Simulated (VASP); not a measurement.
A run of VASP 6.6.1 is set up as follows.

Contents of INCAR:

```
  PREC = Accurate
  ENCUT = 520
  EDIFF = 1E-6
  ISMEAR = 1
  SIGMA = 0.05
  LREAL = F
  LASPH = T
  NELM = 80
  ALGO = Normal
  ISIF = 2
  LWAVE = F
  LCHARG = F
  GGA = CA
  NBANDS = 16
```

KPOINTS

```
Automatic mesh
0
Gamma
  8 8 7
```

The input POSCAR:

```
YTe
1.0
    4.1363073361      0.0000000000      0.0000000000
   -2.0681536681      3.5821474418      0.0000000000
    0.0000000000      0.0000000000      4.0885652342
Y Te
1 1
Direct
    0.3333333333      0.6666666667      0.0000000000
    0.6666666667      0.3333333333      0.5000000000
```

Potentials or basis: VASP PAW LDA potentials, release 64 (Y_sv, Te).

Command:

```sh
$ cat potpaw_LDA.64/Y_sv/POTCAR potpaw_LDA.64/Te/POTCAR > POTCAR
$ mpirun -np 1 vasp_std > vasp.out
```

Problem. Estimate the pressure.

Solution. -5.4 GPa.

Stress tensor (GPa, compression positive):
```
-4.90  0.00  0.00
 0.00 -4.90  0.00
 0.00  0.00 -6.36
```
